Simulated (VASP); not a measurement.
ZnS (xso), 4 atoms in the cell. Symmetry: P6_3mc, No. 186, hexagonal system. The conventional cell has a = 3.823 Å, b = 3.823 Å, c = 6.261 Å, α = 90.00°, β = 90.00°, γ = 120.00°. Within 3.1 Å of Zn (site symmetry 3m) lie 4 S at 2.34 to 2.35 Å. S (site symmetry 3m) has 4 Zn at 2.34 to 2.35 Å within 3.1 Å. 

```yaml
Program: VASP 6.6.1
Task: single point
Functional: PBEsol
Potentials_or_basis: VASP PAW PBE potentials, release 64 (Zn, S)
Cutoff: 520 eV
k_mesh: 9 × 9 × 4
Occupations: gaussian, width 0.01 eV
Spin: non-collinear spin, zero start, spin-orbit coupling
Starting_moments: "[[0.0, 0.0, 0.0], [0.0, 0.0, 0.0], [0.0, 0.0, 0.0], [0.0, 0.0, 0.0]] μB"
Dipole_correction: no
Further_INCAR_settings: ALGO = Normal; EDIFF = 1e-07; NBANDS = 50
```

Potentials or basis: VASP PAW PBE potentials, release 64 (Zn, S).

Command:

```bash
$ cat potpaw_PBE.64/Zn/POTCAR potpaw_PBE.64/S/POTCAR > POTCAR
$ mpirun -np 1 vasp_ncl > vasp.out
```

Hardware: 1 thread of Intel(R) Xeon(R) 6975P-C (Granite Rapids), on a shared host.

Problem. How long does it take, and how much memory?

Solution. Wall time 3 min on 1 thread of Intel(R) Xeon(R) 6975P-C (Granite Rapids) (shared host), peak memory 0.49 GiB. Counts: scf iterations 15, k points 48.
